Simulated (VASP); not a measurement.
# Si8HO16 (a cell with a defect) in VASP: further runs

The runs below take Si8HO16 (a cell with a defect) through single point, with PBE.

Program: VASP 6.6.1. These are calculated values, not measurements. Logs are shortened: lines on timing, memory, paths and dates and some standing lists are left out, and cuts for length are marked.

## Step 1: The cell of the first run

The cell holds a defect, 25 atoms: a = 5.878 Å, b = 5.878 Å, c = 5.320 Å, α = 90.00°, β = 90.00°, γ = 90.00°.

## Step 2: Single point, PBE

The input, INCAR:

```
PREC = Accurate
ENCUT = 520
EDIFF = 1E-6
ISMEAR = -1
SIGMA = 0.02
LREAL = Auto
LASPH = T
NELM = 80
ALGO = Normal
ISIF = 2
LWAVE = F
LCHARG = F
GGA = PE
NELECT = 128.0
NBANDS = 82
```

The input, KPOINTS:

```
Automatic mesh
0
Gamma
  2 2 3
```

The input, POSCAR:

```
Si8HO16
1.0
   -4.1564000000     -4.1564000000      0.0000000000
    4.1564000000     -4.1564000000      0.0000000000
    0.0000000000      0.0000000000      5.3204000000
Si O H
8 16 1
Direct
    0.4962679242      0.5104361948      0.0087606195
   -0.0046955298      0.5013666875      0.2499953011
    0.4962681648      0.5104364354      0.4912307345
   -0.0087562554      0.5118603840      0.7499953011
    0.0000235781      0.0020577904      0.0019536125
    0.4995218218      0.0088419065      0.2499954891
    0.0000234578      0.0020579107      0.4980371777
    0.5050775912     -0.0190796122      0.7499954891
    0.1910900058      0.5115002165      0.0002396436
    0.0043738572      0.1977421567      0.2499954891
    0.7972245212      0.4941163026     -0.0026249906
   -0.0094455538      0.8062372486      0.2499954891
    0.1910901261      0.5115000962      0.4997509586
    0.0172831056      0.2019777933      0.7499954891
    0.7972245212      0.4941163026      0.5026157808
   -0.0084075161      0.8104802233      0.7499953011
    0.6947211529      0.0115395535     -0.0029424479
    0.5047881580      0.7037480753      0.2499954891
    0.3061372823     -0.0052348186     -0.0010284941
    0.4905187181      0.3112183620      0.2499956770
    0.6947211529      0.0115395535      0.5029332381
    0.5034772880      0.6899588586      0.7499956770
    0.3061372823     -0.0052345780      0.5010194722
    0.4661554470      0.3020552642      0.7499954891
    0.2943294678      0.2751506111      0.7499949252
```

Potentials or basis: VASP PAW PBE potentials, release 64 (Si, O, H).

Started as:

```bash
$ cat potpaw_PBE.64/Si/POTCAR potpaw_PBE.64/O/POTCAR potpaw_PBE.64/H/POTCAR > POTCAR
$ mpirun -np 1 vasp_std > vasp.out
```

OUTCAR:

```text
PREC = Accurate
   ENCUT = 520
   EDIFF = 1E-6
   ISMEAR = -1
   LREAL = Auto
   LASPH = T
   NELM = 80
   ISIF = 2
   GGA = PE
   NELECT = 128.0

 ion  position               nearest neighbor table
   1  0.496  0.510  0.009-  18 1.71  22 1.74  20 1.74  11 1.77   9 1.79  24 1.85   3 2.57   3 2.75
                             8 3.09
   2  0.995  0.501  0.250-   9 1.76  13 1.76  11 1.78  15 1.78  10 1.79  12 1.79   4 2.66   4 2.66

   3  0.496  0.510  0.491-  18 1.71  22 1.74  20 1.74  15 1.77  13 1.79  24 1.85   1 2.57   1 2.75
                             8 3.09
   4  0.991  0.512  0.750-  15 1.74  11 1.74  16 1.76   9 1.78  13 1.78  14 1.83   2 2.66   2 2.66

   5  0.000  0.002  0.002-  10 1.75  16 1.75  12 1.75  14 1.79  17 1.80  19 1.80   7 2.64   7 2.68

   6  0.500  0.009  0.250-  23 1.76  19 1.76  21 1.77  17 1.77  20 1.78  18 1.79   8 2.67   8 2.67

   7  0.000  0.002  0.498-  10 1.75  16 1.75  12 1.75  14 1.79  21 1.80  23 1.80   5 2.64   5 2.68

   8  0.505  0.981  0.750-  22 1.71  17 1.73  21 1.73  19 1.77  23 1.77  24 1.90   6 2.67   6 2.67
                             3 3.09   1 3.09
   9  0.191  0.512  0.000-   2 1.76   4 1.78   1 1.79
  10  0.004  0.198  0.250-   7 1.75   5 1.75   2 1.79
  11  0.797  0.494  0.997-   4 1.74   1 1.77   2 1.78
  12  0.991  0.806  0.250-   7 1.75   5 1.75   2 1.79
  13  0.191  0.512  0.500-   2 1.76   4 1.78   3 1.79
  14  0.017  0.202  0.750-   5 1.79   7 1.79   4 1.83
  15  0.797  0.494  0.503-   4 1.74   3 1.77   2 1.78
  16  0.992  0.810  0.750-   7 1.75   5 1.75   4 1.76
  17  0.695  0.012  0.997-   8 1.73   6 1.77   5 1.80
  18  0.505  0.704  0.250-   1 1.71   3 1.71   6 1.79
  19  0.306  0.995  0.999-   6 1.76   8 1.77   5 1.80
  20  0.491  0.311  0.250-   1 1.74   3 1.74   6 1.78
  21  0.695  0.012  0.503-   8 1.73   6 1.77   7 1.80
  22  0.503  0.690  0.750-   8 1.71   3 1.74   1 1.74
  23  0.306  0.995  0.501-   6 1.76   8 1.77   7 1.80
  24  0.466  0.302  0.750-  25 1.02   3 1.85   1 1.85   8 1.90
  25  0.294  0.275  0.750-  24 1.02

  LATTYP: Found a simple tetragonal cell.
 ALAT       =     5.8780372506
 C/A-ratio  =     0.9051320659

  Lattice vectors:

 A1 = (  -4.1564000000,  -4.1564000000,   0.0000000000)
 A2 = (   4.1564000000,  -4.1564000000,   0.0000000000)
 A3 = (   0.0000000000,   0.0000000000,   5.3204000000)

Analysis of symmetry for initial positions (statically):
=====================================================================
 Subroutine PRICEL returns:
 Original cell was already a primitive cell.

 Routine SETGRP: Setting up the symmetry group for a
 simple tetragonal supercell.

 Subroutine GETGRP returns: Found  2 space group operations
 (whereof  1 operations were pure point group operations)
 out of a pool of 16 trial point group operations.

The static configuration has the point symmetry C_1 .
 The point group associated with its full space group is C_1h.

Analysis of symmetry for dynamics (positions and initial velocities):
=====================================================================
 Subroutine PRICEL returns:
 Original cell was already a primitive cell.

 Routine SETGRP: Setting up the symmetry group for a
 simple tetragonal supercell.

 Subroutine GETGRP returns: Found  2 space group operations
 (whereof  1 operations were pure point group operations)
 out of a pool of 16 trial point group operations.

The dynamic configuration has the point symmetry C_1 .
 The point group associated with its full space group is C_1h.

 Subroutine INISYM returns: Found  2 space group operations
 (whereof  1 operations are pure point group operations),
 and found     1 'primitive' translations

----------------------------------------------------------------------------------------

                                     Primitive cell

  volume of cell :     183.8269

  direct lattice vectors                    reciprocal lattice vectors
    -4.156400000 -4.156400000  0.000000000    -0.120296410 -0.120296410  0.000000000
[... 47 lines left out ...]
 non-spin polarized calculation
  energy-cutoff  :      520.00
  volume of cell :      183.83
 maximum number of plane-waves:      4996
 NGX is ok and might be reduce to    48
   NGX = 21   NGY = 21   NGZ = 19

 number of electron     127.9999975 magnetization

 Free energy of the ion-electron system (eV)
  ---------------------------------------------------
  ext. energy  EPLUGINS =         0.00000000
  ---------------------------------------------------
  free energy    TOTEN  =      -197.06062381 eV

  energy without entropy =     -197.06062381  energy(sigma->0) =     -197.06062381

 E-fermi :   8.8935     XC(G=0): -12.3499

 val. band max:        8.3722244028   @ k =   0.0000   0.0000   0.0000
 cond. band min:      14.2531116714   @ k =   0.0000   0.0000   0.0000
 fundamental gap:      5.8808872686
 Fermi energy:         8.8935489051

 k-point     1 :       0.0000    0.0000    0.0000
  band No.  band energies     occupation
      1     -14.5190      2.00000
      2     -12.8758      2.00000
      3     -12.2594      2.00000
      4     -12.1827      2.00000
      5     -11.4926      2.00000
      6     -11.3221      2.00000
[... 68 lines left out ...]
     75      17.9932      0.00000
     76      18.6653      0.00000

 k-point     2 :       0.5000    0.0000    0.0000
  band No.  band energies     occupation
      1     -14.2268      2.00000
      2     -13.3853      2.00000
      3     -12.3857      2.00000
      4     -11.7529      2.00000
      5     -11.5904      2.00000
      6     -11.4362      2.00000
[... 68 lines left out ...]
     75      17.8658      0.00000
     76      18.2499      0.00000

 k-point     3 :       0.0000    0.5000    0.0000
  band No.  band energies     occupation
      1     -14.1429      2.00000
      2     -13.5178      2.00000
      3     -12.4287      2.00000
      4     -11.8306      2.00000
      5     -11.6196      2.00000
      6     -11.1478      2.00000
[... 384 lines left out ...]
     75      18.5355      0.00000
     76      19.1953      0.00000

 k-point     8 :       0.5000    0.5000    0.3333
  band No.  band energies     occupation
      1     -13.7955      2.00000
      2     -12.7666      2.00000
      3     -12.4566      2.00000
      4     -12.4089      2.00000
      5     -12.2293      2.00000
      6     -11.8396      2.00000
[... 68 lines left out ...]
     75      18.7754      0.00000
     76      18.8539      0.00000
 [bands above 76 left out]

------------------------ aborting loop because EDIFF is reached ----------------------------------------

  FORCE on cell =-STRESS in cart. coord.  units (eV):
  Direction    XX          YY          ZZ          XY          YZ          ZX
  --------------------------------------------------------------------------------------
  -------------------------------------------------------------------------------------
  Total       10.7251918      0.9875997      9.4859244     -5.5705835      0.0000000      0.0000000
  in kB       93.4774153      8.6076099     82.6763489    -48.5514623      0.0000000      0.0000000
  external PRESSURE =      61.5871247 kB  Pullay stress =       0.0000000 kB

 VOLUME and BASIS-vectors are now :
 -----------------------------------------------------------------------------
  energy-cutoff  :      520.00
  volume of cell :      183.83
      direct lattice vectors                 reciprocal lattice vectors
    -4.156400000 -4.156400000  0.000000000    -0.120296410 -0.120296410  0.000000000
     4.156400000 -4.156400000  0.000000000     0.120296410 -0.120296410  0.000000000
     0.000000000  0.000000000  5.320400000     0.000000000  0.000000000  0.187955793

 POSITION                                       TOTAL-FORCE (eV/Angst)
 -----------------------------------------------------------------------------------
      0.05889     -4.18427      0.04661        -0.013675     -0.007654     -0.028252
     -2.05300     -6.22076      1.33007         0.010031      0.007052      0.000000
      0.05889     -4.18427      2.61354        -0.013675     -0.007654      0.028252
     -1.99251     -6.24750      3.99027         0.008924      0.001435      0.000000
      0.00846     -0.00865      0.01039         0.004336      0.005495     -0.003738
     -2.03946     -2.11296      1.33008        -0.005969     -0.006010      0.000000
[... 17 lines left out ...]
     -0.68207     -3.19299      3.99028        -0.016217     -0.043045      0.000000
     -0.07971     -2.36699      3.99027         0.049686      0.075759      0.000000
 -----------------------------------------------------------------------------------
    total drift:                               -0.040561      0.003562     -0.048407

  FREE ENERGIE OF THE ION-ELECTRON SYSTEM (eV)
  ---------------------------------------------------
  free  energy   TOTEN  =      -197.0606238125 eV

  energy  without entropy=     -197.0606238125  energy(sigma->0) =     -197.06062381
```

Run time: 6.1 min. Hardware: 1 thread of Intel Xeon 8259CL, shared host; peak memory 0.32 GiB.

What came out:

```yaml
Free_energy: -197.0606 eV
Largest_force: 0.091 eV/Å
```

Forces in eV/Å, atoms in the order of the input:
```
Si  -0.014 -0.008 -0.028
Si   0.010  0.007  0.000
Si  -0.014 -0.008  0.028
Si   0.009  0.001  0.000
Si   0.004  0.005 -0.004
Si  -0.006 -0.006  0.000
Si   0.004  0.005  0.004
Si  -0.002 -0.011  0.000
O   -0.020 -0.010 -0.007
O    0.015 -0.017  0.000
O    0.006  0.003  0.003
O   -0.016  0.015  0.000
O   -0.020 -0.010  0.007
O    0.004 -0.011  0.000
O    0.006  0.003 -0.003
O   -0.007  0.009  0.000
O   -0.013 -0.012  0.005
O    0.025 -0.025  0.000
O    0.016  0.010 -0.003
O   -0.023  0.025  0.000
O   -0.013 -0.012 -0.005
O   -0.002  0.002  0.000
O    0.016  0.010  0.003
O   -0.016 -0.043  0.000
H    0.050  0.076  0.000
```

Levels at points of the mesh, in eV from the Fermi level:
| k point | band 60 | band 61 | band 62 | band 63 | band 64 | band 65 | band 66 | band 67 | band 68 | band 69 |
| --- | --- | --- | --- | --- | --- | --- | --- | --- | --- | --- |
| (0.00, 0.00, 0.00) | -2.06 | -1.86 | -1.38 | -1.21 | -0.52 | 5.36 | 6.34 | 6.81 | 6.85 | 7.22 |
| (0.50, 0.00, 0.00) | -2.08 | -1.92 | -1.73 | -1.40 | -1.18 | 6.48 | 6.61 | 7.17 | 7.47 | 7.62 |
| (0.00, 0.50, 0.00) | -2.24 | -1.97 | -1.85 | -1.35 | -1.12 | 6.34 | 6.67 | 7.20 | 7.38 | 7.47 |
| (0.50, 0.50, 0.00) | -1.98 | -1.71 | -1.56 | -1.35 | -1.27 | 7.22 | 7.35 | 7.61 | 7.67 | 8.06 |

Caveat: the k points lie up to 0.53 Å⁻¹ apart; the cell carries a net charge on a neutralising background, which shifts energy and pressure; the cell is charged against a uniform background, so pressure and absolute levels hang on convention.

## Step 3: Single point, PBE

The input, INCAR:

```
ALGO = Normal ; EDIFF = 1E-6
ENCUT = 520 ; GGA = PE
ISIF = 2 ; ISMEAR = -1
LASPH = T ; LCHARG = T
LELF = T ; LREAL = Auto
LVHAR = T ; LWAVE = F
NBANDS = 82 ; NELECT = 128.0
NELM = 80 ; PREC = Accurate
SIGMA = 0.02
```

The input, KPOINTS:

```
k-points
0
Gamma
  2 2 3
```

The input, POSCAR:

```
Si8HO16
1.0
   -4.1564000000     -4.1564000000      0.0000000000
    4.1564000000     -4.1564000000      0.0000000000
    0.0000000000      0.0000000000      5.3204000000
Si O H
8 16 1
Direct
    0.4951808055      0.5066065586      0.0073774528
   -0.0050389760      0.4999150707      0.2500443576
    0.4953220335      0.5067297421      0.4926295015
   -0.0079719228      0.5141313396      0.7500605218
    0.0027816139      0.0003393562      0.0032146079
    0.5025344048      0.0052947262      0.2500484926
    0.0026889857      0.0002544269      0.4968064431
    0.5064039794     -0.0187009191      0.7500712352
    0.1905403715      0.5145378212      0.0013211413
    0.0086002310      0.1964534212      0.2500345839
    0.7978976999      0.4893799923     -0.0039416209
   -0.0118650755      0.8050324800      0.2500092098
    0.1905208835      0.5145640458      0.4987656943
    0.0304921326      0.2022816620      0.7500069544
    0.7978659417      0.4894093446      0.5039696263
   -0.0085977047      0.8112868107      0.7500462371
    0.6976241459      0.0137390530     -0.0040878505
    0.5097786546      0.7003180637      0.2499973686
    0.3082875806     -0.0113243432      0.0005700699
    0.4890788904      0.3082976855      0.2500392828
    0.6976502502      0.0137088586      0.5041432975
    0.5063826869      0.6883163314      0.7500479287
    0.3083107978     -0.0113386585      0.4995143222
    0.4565203060      0.2986904533      0.7500210510
    0.2757800019      0.2625668848      0.7502582513
```

Potentials or basis: VASP PAW PBE potentials, release 64 (Si, O, H).

Started as:

```bash
$ cat potpaw_PBE.64/Si/POTCAR potpaw_PBE.64/O/POTCAR potpaw_PBE.64/H/POTCAR > POTCAR
$ mpirun -np 1 vasp_std > vasp.out
```

Run time: 5.6 min. Hardware: 1 thread of Intel Xeon 8259CL, shared host; peak memory 0.32 GiB.

The run converged. Its results:

| Quantity | Value |
| --- | --- |
| Free energy | -197.0202 eV |
| Largest force | 0.377 eV/Å |

Forces on the atoms (eV/Å):
```
Si   0.021 -0.039  0.025
Si   0.021  0.006  0.000
Si   0.029 -0.014 -0.019
Si  -0.043  0.065 -0.007
Si   0.025 -0.006 -0.043
Si   0.017 -0.003  0.001
Si   0.020 -0.023  0.047
Si  -0.074  0.035 -0.007
O   -0.048  0.001 -0.014
O    0.021 -0.004  0.000
O    0.023  0.018  0.017
O   -0.009  0.022 -0.001
O   -0.051 -0.002  0.013
O    0.105  0.156  0.003
O    0.017  0.012 -0.011
O   -0.029  0.050  0.000
O    0.007  0.034  0.013
O    0.042 -0.026 -0.002
O    0.042  0.012 -0.019
O   -0.007  0.017  0.001
O    0.011  0.039 -0.010
O   -0.017  0.029 -0.001
O    0.044  0.015  0.019
O   -0.040 -0.039  0.005
H   -0.126 -0.356 -0.009
```

Levels at points of the mesh, in eV from the Fermi level:
| k point | band 61 | band 62 | band 63 | band 64 | band 65 | band 66 | band 67 | band 68 |
| --- | --- | --- | --- | --- | --- | --- | --- | --- |
| (0.00, 0.00, 0.00) | -1.72 | -1.28 | -1.05 | -0.47 | 5.46 | 6.50 | 6.92 | 6.94 |
| (0.50, 0.00, 0.00) | -1.81 | -1.54 | -1.28 | -1.12 | 6.59 | 6.72 | 7.33 | 7.53 |
| (0.00, 0.50, 0.00) | -1.82 | -1.69 | -1.31 | -1.01 | 6.48 | 6.74 | 7.37 | 7.50 |
| (0.50, 0.50, 0.00) | -1.60 | -1.50 | -1.19 | -1.10 | 7.34 | 7.39 | 7.71 | 7.73 |

Caveat: the k points lie up to 0.53 Å⁻¹ apart; the cell carries a net charge on a neutralising background, which shifts energy and pressure; the cell is charged against a uniform background, so pressure and absolute levels hang on convention.

## Step 4: Single point, PBE

The input, INCAR:

```
SYSTEM = Si8HO16
PREC = Accurate ; ENCUT = 520
EDIFF = 1E-6 ; ISMEAR = -1
SIGMA = 0.02 ; LREAL = Auto
LASPH = .TRUE. ; NELM = 80
ALGO = Normal ; ISIF = 2
LWAVE = .FALSE. ; LCHARG = .FALSE.
GGA = PE ; NELECT = 128.0
NBANDS = 82
```

The input, KPOINTS:

```
regular mesh
0
G
  2 2 3
  0 0 0
```

The input, POSCAR:

```
Si8HO16
1.0
   -4.1564000000     -4.1564000000      0.0000000000
    4.1564000000     -4.1564000000      0.0000000000
    0.0000000000      0.0000000000      5.3204000000
Si O H
8 16 1
Direct
    0.4970900298      0.4997192282      0.0032818961
   -0.0026332884      0.4947394380      0.2501315691
    0.4971851843      0.4997980223      0.4969177130
   -0.0065675825      0.5188171254      0.7501528081
    0.0046685834     -0.0065687855      0.0074823322
    0.5049194014      0.0001400250      0.2501338245
    0.0045321673     -0.0066996680      0.4926847605
    0.5078201087     -0.0140086373      0.7501520562
    0.1915921230      0.5113597103      0.0006399895
    0.0107904677      0.1917417717      0.2501274340
    0.8022731210      0.4863090655     -0.0040012029
   -0.0098883649      0.7997199500      0.2500821367
    0.1915698682      0.5113899047      0.4996098038
    0.0433051439      0.2013421471      0.7501050673
    0.8022430469      0.4863470792      0.5042126532
   -0.0065147724      0.8117457415      0.7501319450
    0.7019812819      0.0106628332     -0.0038389971
    0.5117503128      0.6950271870      0.2500926622
    0.3093205659     -0.0144817631      0.0014010225
    0.4912605861      0.3036063661      0.2501169085
    0.7020072659      0.0106375710      0.5040555221
    0.5084823405      0.6887972765      0.7501319450
    0.3093395727     -0.0144957174      0.4988591083
    0.4695084689      0.2978029064      0.7500907826
    0.2239697815      0.2372423251      0.7503800466
```

Started as:

```bash
$ cat potpaw_PBE.64/Si/POTCAR potpaw_PBE.64/O/POTCAR potpaw_PBE.64/H/POTCAR > POTCAR
$ mpirun -np 1 vasp_std > vasp.out
```

Wall time 5.9 min (1 thread of Intel Xeon 8259CL, shared host); peak memory 0.32 GiB.

Results (log left out):

```yaml
Free_energy: -197.0210 eV
Largest_force: 0.379 eV/Å
```

Forces on the atoms (eV/Å):
```
Si  -0.026  0.004 -0.041
Si  -0.017  0.003  0.000
Si  -0.020  0.021  0.043
Si   0.063 -0.034 -0.008
Si  -0.019  0.038  0.022
Si  -0.020 -0.004  0.000
Si  -0.026  0.013 -0.015
Si   0.035 -0.065 -0.007
O   -0.042 -0.012 -0.019
O    0.008 -0.018  0.001
O   -0.004 -0.033  0.014
O   -0.041  0.026 -0.002
O   -0.044 -0.013  0.020
O    0.037  0.037  0.005
O   -0.010 -0.038 -0.010
O    0.018 -0.030  0.000
O   -0.021 -0.017  0.016
O    0.010 -0.020 -0.001
O    0.049 -0.002 -0.014
O   -0.023  0.003 -0.001
O   -0.017 -0.012 -0.012
O    0.028 -0.049  0.000
O    0.051  0.002  0.013
O   -0.105 -0.151  0.004
H    0.136  0.353 -0.010
```

Levels at points of the mesh, in eV from the Fermi level:
```tsv
k point	band 62	band 63	band 64	band 65	band 66	band 67
(0.00, 0.00, 0.00)	-1.28	-1.05	-0.47	5.45	6.49	6.92
(0.50, 0.00, 0.00)	-1.54	-1.28	-1.13	6.59	6.71	7.33
(0.00, 0.50, 0.00)	-1.69	-1.32	-1.01	6.48	6.74	7.36
(0.50, 0.50, 0.00)	-1.50	-1.20	-1.11	7.34	7.38	7.71
```

Caveat: the k points lie up to 0.53 Å⁻¹ apart; the cell carries a net charge on a neutralising background, which shifts energy and pressure; the cell is charged against a uniform background, so pressure and absolute levels hang on convention.
